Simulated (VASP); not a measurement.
Write the native input for VASP 6.6.1 that does the following.

* Task: relaxation of cell and atoms
* Functional: PBEsol
* Potentials or basis: VASP PAW PBE potentials, release 64 (Au, Al)
* Cutoff: 600 eV
* k mesh: 8 × 8 × 8
* Occupations: fermi-dirac, width 0.05 eV
* Spin: no spin polarisation
* Target pressure: 2 GPa
* Dipole correction: no
* Further INCAR settings: ALGO = Normal; EDIFF = 1e-06; IBRION = 2; EDIFFG = -0.01; NSW = 60; ISIF = 3

The structure of Al2Au lies in POSCAR:

```
Al2Au
1.0
    0.0000000000      3.0000000000      3.0000000000
    3.0000000000      0.0000000000      3.0000000000
    3.0000000000      3.0000000000      0.0000000000
Au Al
1 2
Direct
    0.0000000000      0.0000000000      0.0000000000
    0.7500000000      0.7500000000      0.7500000000
    0.2500000000      0.2500000000      0.2500000000
```

One way to write it, as run:

INCAR

```
ALGO = Normal
EDIFF = 1E-6
EDIFFG = -0.01
ENCUT = 600
GGA = PS
IBRION = 2
ISIF = 3
ISMEAR = -1
LASPH = True
LCHARG = False
LREAL = False
LWAVE = False
NELM = 100
NSW = 60
PREC = Accurate
PSTRESS = 20.0
SIGMA = 0.05
```

KPOINTS

```
k-points
0
Gamma
  8 8 8
```

Potentials or basis: VASP PAW PBE potentials, release 64 (Au, Al).

Run with:

```bash
$ cat potpaw_PBE.64/Au/POTCAR potpaw_PBE.64/Al/POTCAR > POTCAR
$ mpirun -np 1 vasp_std > vasp.out
```

Results of the run:

The relaxed volume is 17.69 Å³/atom. The relaxed cell is a = 4.218 Å, b = 4.218 Å, c = 4.218 Å, α = 60.00°, β = 60.00°, γ = 60.00°, the space group after relaxing (to 0.05 Å) is Fm-3m (No. 225) and the energy change on relaxing (the enthalpy is what falls) is +1.8 meV/atom. The ionic steps are 3 and the pressure after relaxing is 2.0 GPa.

Caveat: the cell is relaxed towards a set pressure, so the enthalpy falls and the energy may rise; the PAW data sets were made with another functional, which shifts forces and pressure a little.

It took 81 s on 1 thread of Intel Xeon 6975P-C, with other jobs on the host, peak memory 0.22 GiB.
